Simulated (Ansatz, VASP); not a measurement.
ZnS in VASP and in Ansatz

```xyz
4
Lattice="3.7822 0.0000 0.0000 -1.8911 3.2755 0.0000 0.0000 0.0000 6.2082" Properties=species:S:1:pos:R:3 pbc="T T T"
Zn    0.0000    2.1837   -0.0559
Zn    1.8911    1.0918    3.0482
S     0.0000    2.1837    2.3840
S     1.8911    1.0918    5.4881
```

Change from the starting cell: polar distortion scaled by 0.85.

Alike in both runs: task single point; functional r2SCAN; k mesh 9 × 9 × 6; no spin polarisation.

```csv
,VASP,Ansatz
version,VASP 6.6.1,Ansatz 0.2.0
potentials or method,"VASP PAW PBE potentials, release 64 (Zn, S), cutoff 520 eV","scalar-relativistic, plane waves, PAW"
occupations,"gaussian, width 0.01 eV",fixed
valence electrons in the cell,36,36
```

```tsv
	VASP	Ansatz	Ansatz less VASP
gap on the k mesh at the Fermi level (eV)	2.93	2.91	-0.013
least direct gap on the mesh (eV)	2.93	2.91	-0.013
pressure (GPa)	2.2	2.1	-0.06
traceless stress, the component that is largest in VASP (GPa)	-2.89	-2.80	+0.086
rms of the force components (eV/Å)	0.322	0.316	-0.0062
```

VASP's potentials were made for PBE, not for r2SCAN. Atom by atom the forces differ by 0.006 eV/Å (rms over components).
